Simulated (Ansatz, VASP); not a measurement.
**SiC in VASP and in Ansatz**

```xyz
2
Lattice="0.0000 2.1740 2.1740 2.1740 0.0000 2.1740 2.1740 2.1740 0.0000" Properties=species:S:1:pos:R:3 pbc="T T T"
Si   -0.1591   -0.1591   -0.2250
C     3.2610    3.2610    3.2610
```

Alike in both runs: task single point; functional r2SCAN; k mesh 12 × 12 × 12; occupations gaussian, width 0.05 eV; no spin polarisation.

|  | VASP | Ansatz |
| --- | --- | --- |
| version | VASP 6.6.1 | Ansatz 0.2.0 |
| potentials or method | VASP PAW PBE potentials, release 64 (Si, C), cutoff 520 eV | scalar-relativistic, plane waves, PAW |
| valence electrons in the cell | 8 | 8 |

|  | VASP | Ansatz | Ansatz less VASP |
| --- | --- | --- | --- |
| gap on the k mesh at the Fermi level (eV) | 0.65 | 0.64 | -0.007 |
| least direct gap on the mesh (eV) | 4.40 | 4.39 | -0.013 |
| pressure (GPa) | 20.6 | 21.1 | +0.51 |
| traceless stress, the component that is largest in VASP (GPa) | 28.21 | 28.54 | +0.333 |
| rms of the force components (eV/Å) | 6.648 | 6.685 | +0.0376 |

VASP's potentials were made for PBE, not for r2SCAN. Atom by atom the forces differ by 0.038 eV/Å (rms over components).
